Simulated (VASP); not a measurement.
Write the native input for VASP 6.6.1 that does the following.

| Property | Result |
| --- | --- |
| Task | single point |
| Functional | PBE |
| Potentials or basis | VASP PAW PBE potentials, release 64 (Cs_sv, Ta_pv, S) |
| Cutoff | 520 eV |
| k mesh | 6 × 6 × 2 |
| Occupations | gaussian, width 0.1 eV |
| Spin | no spin polarisation |
| Dipole correction | no |
| Further INCAR settings | ALGO = Normal; EDIFF = 1e-06; NBANDS = 24 |

The structure of CsTaS2 lies in POSCAR:

```
CsTaS2
1.0
    3.3978678500      0.0000000000      0.0000000000
   -1.6989339300      2.9426398800      0.0000000000
    0.0000000000      0.0000000000      7.9626027000
Cs Ta S
1 1 2
Direct
    0.3333333300      0.6666666700      0.5000000000
    0.6666666700      0.3333333300      0.0000000000
    0.0000000000      0.0000000000      0.1982274900
    0.0000000000      0.0000000000      0.8017725100
```

One way to write it, as run:

INCAR

```
SYSTEM = CsTaS2
PREC = Accurate ; ENCUT = 520
EDIFF = 1E-6 ; ISMEAR = 0
SIGMA = 0.1 ; LREAL = .False.
LASPH = .True. ; NELM = 100
ALGO = Normal ; ISIF = 2
LWAVE = .False. ; LCHARG = .True.
GGA = PE ; LELF = .True.
LVHAR = .True. ; NBANDS = 24
```

KPOINTS

```
Automatic mesh
0
Gamma
  6 6 2
  0 0 0
```

Potentials or basis: VASP PAW PBE potentials, release 64 (Cs_sv, Ta_pv, S).

Launch:

```console
$ cat potpaw_PBE.64/Cs_sv/POTCAR potpaw_PBE.64/Ta_pv/POTCAR potpaw_PBE.64/S/POTCAR > POTCAR
$ mpirun -np 1 vasp_std > vasp.out
```

Results of the run:

```
Pressure               : 9.4 GPa
Largest force          : 1.349 eV/Å
Band gap on the k mesh : 0.52 eV, indirect (least direct gap 1.32 eV)
```

Caveat: spin-orbit coupling is left out, which moves the levels of the heavy elements; forces of over 1 eV/Å act on the atoms, so gaps and moduli don't describe the material at rest.

Run time: 31 s on 1 thread of Intel Xeon 6975P-C, on a shared host, peak memory 0.21 GiB.
